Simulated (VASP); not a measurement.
# Ga6HN6 (a cell with a defect) in VASP: notebook

Ga6HN6 (a cell with a defect) is run at these levels: PBE; tasks: single point.

Everything below comes from runs of VASP 6.6.1. Logs are shortened: lines on timing, memory, paths and dates and some standing lists are left out, and cuts for length are marked.

## Step 1: The cell of the first run

The cell holds a defect, 13 atoms: a = 5.243 Å, b = 5.574 Å, c = 5.574 Å, α = 120.00°, β = 90.00°, γ = 90.00°.

## Step 2: Single point, PBE

INCAR reads:

```
SYSTEM = Ga6HN6
PREC = Accurate
ENCUT = 520
EDIFF = 1E-7
ISMEAR = 0
SIGMA = 0.02
LREAL = .FALSE.
LASPH = .TRUE.
NELM = 60
ALGO = Normal
ISIF = 2
LWAVE = .FALSE.
LCHARG = .FALSE.
GGA = PE
NELECT = 108.0
NBANDS = 66
```

KPOINTS reads:

```
regular mesh
0
G
  3 3 3
  0 0 0
```

POSCAR reads:

```
Ga6HN6
1.0
    0.0000000000      0.0000000000     -5.2431684262
    4.8275562260      2.7871908866      0.0000000000
    0.0000000001     -5.5743817732      0.0000000000
Ga N H
6 6 1
Direct
    0.4756641018      0.6320779825      0.6406470059
    0.5015257543      0.3523787027      0.0092172928
    0.4998368900      1.0025766192      0.3349712115
    0.0027449051      0.3377932692      0.3349415949
    0.0173337937      0.0091199352      0.6727682374
    0.0101980321      0.6736980053      0.0060157237
    0.1180967212      0.6700284468      0.6679557182
    0.1302546370      0.3433434894      0.0060811846
    0.1301468777      1.0080551675      0.3417715638
    0.6295052403      0.3292220589      0.3315909813
    0.6407284159     -0.0036047224      0.7126817129
    0.6323170897      0.6873556401     -0.0003048991
    0.6709734866     -0.0768403272     -0.1275891549
```

Potentials or basis: VASP PAW PBE potentials, release 64 (Ga_d, N, H).

Started as:

```bash
cat potpaw_PBE.64/Ga_d/POTCAR potpaw_PBE.64/N/POTCAR potpaw_PBE.64/H/POTCAR > POTCAR
mpirun -np 1 vasp_std > vasp.out
```

OUTCAR:

```text
SYSTEM = Ga6HN6
   PREC = Accurate
   ENCUT = 520
   EDIFF = 1E-7
   ISMEAR = 0
   LREAL = .FALSE.
   LASPH = .TRUE.
   NELM = 60
   ISIF = 2
   GGA = PE
   NELECT = 108.0

 ion  position               nearest neighbor table
   1  0.476  0.632  0.641-  13 1.80   7 1.88  10 1.89  12 2.04  11 2.05
   2  0.502  0.352  0.009-   8 1.95  11 1.98  10 1.98  12 2.01
   3  0.500  0.003  0.335-   9 1.94  12 1.94  10 1.95  11 2.25
   4  0.003  0.338  0.335-   7 1.95  10 1.96   8 1.97   9 1.97
   5  0.017  0.009  0.673-   9 1.93   7 1.95   8 1.95  11 1.99
   6  0.010  0.674  0.006-   8 1.95   7 1.96   9 1.97  12 1.98
   7  0.118  0.670  0.668-   1 1.88   5 1.95   4 1.95   6 1.96
   8  0.130  0.343  0.006-   6 1.95   2 1.95   5 1.95   4 1.97
   9  0.130  0.008  0.342-   5 1.93   3 1.94   6 1.97   4 1.97
  10  0.630  0.329  0.332-   1 1.89   3 1.95   4 1.96   2 1.98
  11  0.641  0.996  0.713-  13 1.16   2 1.98   5 1.99   1 2.05   3 2.25
  12  0.632  0.687  1.000-   3 1.94   6 1.98   2 2.01   1 2.04
  13  0.671  0.923  0.872-  11 1.16   1 1.80

  LATTYP: Found a hexagonal cell.
 ALAT       =     5.5743817732
 C/A-ratio  =     0.9405829453

  Lattice vectors:

 A1 = (   4.8275562260,   2.7871908866,   0.0000000000)
 A2 = (   0.0000000001,  -5.5743817732,   0.0000000000)
 A3 = (   0.0000000000,   0.0000000000,  -5.2431684262)

Analysis of symmetry for initial positions (statically):
=====================================================================
 Subroutine PRICEL returns:
 Original cell was already a primitive cell.

 Routine SETGRP: Setting up the symmetry group for a
 hexagonal supercell.

 Subroutine GETGRP returns: Found  1 space group operations
 (whereof  1 operations were pure point group operations)
 out of a pool of 24 trial point group operations.

The static configuration has the point symmetry C_1 .

Analysis of symmetry for dynamics (positions and initial velocities):
=====================================================================
 Subroutine PRICEL returns:
 Original cell was already a primitive cell.

 Routine SETGRP: Setting up the symmetry group for a
 hexagonal supercell.

 Subroutine GETGRP returns: Found  1 space group operations
 (whereof  1 operations were pure point group operations)
 out of a pool of 24 trial point group operations.
[... 121 lines left out ...]
   TEBEG  =    0.0;   TEEND  =   0.0 temperature during run
   PSTRESS=    0.0 pullay stress
   NELECT =     108.0000    total number of electrons
   NUPDOWN=      -1.0000    fix difference up-down
   EMIN   =  10.00;   EMAX   =-10.00  energy-range for DOS
   EFERMI =   0.00;   METHOD = LEGACY
   ISMEAR =     0;   SIGMA  =   0.02  broadening in eV -4-tet -1-fermi 0-gaus
   EFERMI_NEDOS =   21; number of points for ismear=-14 and -15
   IALGO  =     38    algorithm
   IMIX   =      4    mixing-type and parameters
     AMIX     =   0.40;   BMIX     =  1.00
     AMIX_MAG =   1.60;   BMIX_MAG =  1.00
  volume/ion in A,a.u.               =      10.85        73.24
  Fermi-wavevector in a.u.,A,eV,Ry     =   1.497534  2.829930 30.512550  2.242609
  Thomas-Fermi vector in A             =   2.609410
   LORBIT       =      0    0 simple, 1 ext, 2 COOP (PROOUT), +10 PAW based schemes
   GGA     = PE    functional components
   LHFCALC =     F    Hartree Fock is set to
   AEXX    =    0.0000 exact exchange contribution
   IVDW    =     0    specifies the selected vdW correction
   LEPSILON=     F    determine dielectric tensor
   LRPA    =     F    only Hartree local field effects (RPA)
 non-spin polarized calculation
 Gauss-broadening in eV      SIGMA  =   0.02
  energy-cutoff  :      520.00
  volume of cell :      141.10
 maximum number of plane-waves:      3817
 NGX is ok and might be reduce to    40
   NGX = 19   NGY = 21   NGZ = 21

 number of electron     107.9999987 magnetization

 Free energy of the ion-electron system (eV)
  ---------------------------------------------------
  ext. energy  EPLUGINS =         0.00000000
  ---------------------------------------------------
  free energy    TOTEN  =       -81.08338290 eV

  energy without entropy =      -81.08338290  energy(sigma->0) =      -81.08338290

 E-fermi :   5.2244     XC(G=0): -11.5084

 val. band max:        5.0930270848   @ k =   0.0000   0.0000   0.0000
 cond. band min:       6.5771442647   @ k =   0.0000   0.0000   0.0000
 fundamental gap:      1.4841171799
 Fermi energy:         5.2243784502

 k-point     1 :       0.0000    0.0000    0.0000
  band No.  band energies     occupation
      1     -11.2084      2.00000
      2     -10.1665      2.00000
      3      -9.9221      2.00000
      4      -9.7384      2.00000
      5      -9.7019      2.00000
      6      -9.6038      2.00000
[... 955 lines left out ...]
     65      13.2039      0.00000
     66      13.4288      0.00000

------------------------ aborting loop because EDIFF is reached ----------------------------------------

  FORCE on cell =-STRESS in cart. coord.  units (eV):
  Direction    XX          YY          ZZ          XY          YZ          ZX
  --------------------------------------------------------------------------------------
  -------------------------------------------------------------------------------------
  Total       -4.6781908    -11.7155984     -4.6117448     -2.7801384     -0.8703778     -0.6388190
  in kB      -53.1215400   -133.0323307    -52.3670356    -31.5688773     -9.8832668     -7.2538830
  external PRESSURE =     -79.5069688 kB  Pullay stress =       0.0000000 kB

 VOLUME and BASIS-vectors are now :
 -----------------------------------------------------------------------------
  energy-cutoff  :      520.00
  volume of cell :      141.10
      direct lattice vectors                 reciprocal lattice vectors
     0.000000000  0.000000000 -5.243168426     0.000000000  0.000000000 -0.190724371
     4.827556226  2.787190887  0.000000000     0.207144144  0.000000000  0.000000000
     0.000000000 -5.574381773  0.000000000     0.103572072 -0.179392091  0.000000000

 POSITION                                       TOTAL-FORCE (eV/Angst)
 -----------------------------------------------------------------------------------
      3.05139     -1.80949     -2.49399        -0.211232     -0.440719      0.007187
      1.70113      0.93077     -2.62958         0.245713     -0.085318      0.025311
      0.01244     -1.86008     -2.62073        -0.198789      0.339506      0.104480
      1.63072     -0.92560     -0.01439         0.020071      0.001046     -0.020648
      0.04403     -3.72485     -0.09088         0.007606     -0.012125     -0.194115
      3.25231      1.84419     -0.05347        -0.062057     -0.015019      0.145329
      3.23460     -1.85594     -0.61920        -0.013570     -0.025039     -0.035350
      1.65751      0.92307     -0.68295        -0.035037     -0.029530     -0.002437
      0.03889     -1.88271     -0.68238        -0.020800     -0.028097      0.006079
      1.58934     -0.93081     -3.30060        -0.105066     -0.192882      0.018903
      4.81015     -1.19562     -3.35945        -0.074091     -0.609915     -0.158596
      3.31825     -3.65689     -3.31535        -0.698504     -0.587424      0.219945
      4.45661     -2.29013     -3.51803         1.145756      1.685515     -0.116088
 -----------------------------------------------------------------------------------
    total drift:                                0.000854      0.000627     -0.001769

  FREE ENERGIE OF THE ION-ELECTRON SYSTEM (eV)
  ---------------------------------------------------
  free  energy   TOTEN  =       -81.0833829050 eV

  energy  without entropy=      -81.0833829050  energy(sigma->0) =      -81.08338290
```

It took 5.9 min on 1 thread of Intel Xeon 8259CL, shared host; peak memory 0.3 GiB.

What came out:

| Quantity | Value |
| --- | --- |
| Free energy | -81.0834 eV |
| Largest force | 2.041 eV/Å |

Forces in eV/Å, atoms in the order of the input:
```
Ga  -0.211 -0.441  0.007
Ga   0.246 -0.085  0.025
Ga  -0.199  0.340  0.104
Ga   0.020  0.001 -0.021
Ga   0.008 -0.012 -0.194
Ga  -0.062 -0.015  0.145
N   -0.014 -0.025 -0.035
N   -0.035 -0.030 -0.002
N   -0.021 -0.028  0.006
N   -0.105 -0.193  0.019
N   -0.074 -0.610 -0.159
N   -0.699 -0.587  0.220
H    1.146  1.686 -0.116
```

Levels at points of the mesh, in eV from the Fermi level:
| k point | band 52 | band 53 | band 54 | band 55 | band 56 | band 57 |
| --- | --- | --- | --- | --- | --- | --- |
| (0.00, 0.00, 0.00) | -0.36 | -0.31 | -0.13 | 1.35 | 3.60 | 4.75 |

Caveat: the k points lie up to 0.43 Å⁻¹ apart; the cell carries a net charge on a neutralising background, which shifts energy and pressure; the cell is charged against a uniform background, so pressure and absolute levels hang on convention.

## Step 3: Single point, PBE

INCAR reads:

```
SYSTEM = Ga6HN6
PREC = Accurate ; ENCUT = 520
EDIFF = 1E-7 ; ISMEAR = 0
SIGMA = 0.02 ; LREAL = .FALSE.
LASPH = .TRUE. ; NELM = 60
ALGO = Normal ; ISIF = 2
LWAVE = .FALSE. ; LCHARG = .FALSE.
GGA = PE ; NELECT = 108.0
NBANDS = 66
```

KPOINTS is that of step 2.

POSCAR reads:

```
Ga6HN6
1.0
    0.0000000000      0.0000000000     -5.2431684262
    4.8275562260      2.7871908866      0.0000000000
    0.0000000001     -5.5743817732      0.0000000000
Ga N H
6 6 1
Direct
    0.4806883539      0.6318142880      0.6532281379
    0.4973343955      0.3551662414      0.0156986218
    0.4976386009      0.9978228682      0.3256041439
    0.0023190176      0.3381207641      0.3352049049
    0.0231554644      0.0088450549      0.6691426975
    0.0048333370      0.6714504914      0.0043841077
    0.1192683410      0.6701527333      0.6686091377
    0.1278030659      0.3421014531      0.0057852249
    0.1293322939      1.0061082197      0.3373932280
    0.6282882281      0.3271506174      0.3336336288
    0.6396437664      0.0025741803      0.7023520977
    0.6284623594      0.6746554255      0.0021979933
    0.6805589121     -0.0435300989     -0.1398837982
```

Potentials or basis: VASP PAW PBE potentials, release 64 (Ga_d, N, H).

Started as:

```bash
cat potpaw_PBE.64/Ga_d/POTCAR potpaw_PBE.64/N/POTCAR potpaw_PBE.64/H/POTCAR > POTCAR
mpirun -np 1 vasp_std > vasp.out
```

It took 5.2 min on 1 thread of Intel Xeon 8259CL, shared host; peak memory 0.3 GiB.

The run converged. Its results:

```yaml
Free_energy: -81.4792 eV
Largest_force: 0.444 eV/Å
```

Forces in eV/Å, atoms in the order of the input:
```
Ga  -0.032 -0.170 -0.019
Ga   0.014 -0.078  0.069
Ga  -0.061  0.074  0.045
Ga  -0.001 -0.029 -0.009
Ga  -0.014  0.029 -0.093
Ga  -0.047 -0.018  0.045
N   -0.019 -0.033 -0.028
N   -0.020 -0.025  0.019
N   -0.034  0.006  0.001
N   -0.030 -0.073  0.016
N    0.075  0.192  0.047
N   -0.158 -0.144  0.043
H    0.326  0.269 -0.136
```

Levels at points of the mesh, in eV from the Fermi level:
```csv
k point,band 51,band 52,band 53,band 54,band 55,band 56,band 57,band 58
"(0.00, 0.00, 0.00)",-1.23,-0.39,-0.27,-0.12,1.49,3.78,4.65,4.96
```

Caveat: the k points lie up to 0.43 Å⁻¹ apart; the cell carries a net charge on a neutralising background, which shifts energy and pressure; the cell is charged against a uniform background, so pressure and absolute levels hang on convention.

(Part 1 of 2 ends here.)
